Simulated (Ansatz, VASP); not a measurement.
# MgO in VASP and in Ansatz

```xyz
2
Lattice="0.0000 2.1245 2.1245 2.1245 0.0000 2.1245 2.1245 2.1245 0.0000" Properties=species:S:1:pos:R:3 pbc="T T T"
Mg    0.0000    0.0000    0.0000
O     2.1245    2.1245    2.1245
```

Alike in both runs: task single point; functional LDA; k mesh 8 × 8 × 8; occupations gaussian, width 0.1 eV; no spin polarisation.

|  | VASP | Ansatz |
| --- | --- | --- |
| version | VASP 6.6.1 | Ansatz 0.2.0 |
| potentials or method | VASP PAW LDA potentials, release 64 (Mg_sv, O), cutoff 840 eV | scalar-relativistic, plane waves, PAW |
| valence electrons in the cell | 16 | 16 |

|  | VASP | Ansatz | Ansatz less VASP |
| --- | --- | --- | --- |
| gap on the k mesh at the Fermi level (eV) | 4.42 | 4.41 | -0.006 |
| least direct gap on the mesh (eV) | 4.42 | 4.41 | -0.006 |
| pressure (GPa) | -9.3 | -9.5 | -0.23 |

Ansatz warns that its potentials were made for another functional, while VASP's fit it. LDA's correlation is that of Perdew and Zunger in VASP and of Perdew and Wang (1992) in Ansatz.
